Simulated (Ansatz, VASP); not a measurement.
# Al: VASP beside Ansatz

```
Al
1.0
     2.83628    0.00000    0.00000
    -1.41814    2.45629    0.00000
     0.00000    0.00000    9.32215
Al
4
Direct
  0.00000 0.00000 0.00000
  0.33333 0.66667 0.25000
  0.00000 0.00000 0.50000
  0.66667 0.33333 0.75000
```

Alike in both runs: task single point; functional PBEsol; k mesh 12 × 12 × 4; occupations gaussian, width 0.15 eV; no spin polarisation.

|  | VASP | Ansatz |
| --- | --- | --- |
| version | VASP 6.6.1 | Ansatz 0.2.0 |
| potentials or method | VASP PAW PBE potentials, release 64 (Al), cutoff 520 eV | scalar-relativistic, plane waves, PAW |
| valence electrons in the cell | 12 | 12 |

|  | VASP | Ansatz | Ansatz less VASP |
| --- | --- | --- | --- |
| gap on the k mesh at the Fermi level (eV) | none | none | - |
| pressure (GPa) | 0.0 | 0.0 | -0.06 |
| traceless stress, the component that is largest in VASP (GPa) | -0.81 | -0.81 | 0.000 |

VASP's potentials were made for PBE, not for PBEsol. A gap of «none» marks a metal or a gap that the smearing closes.
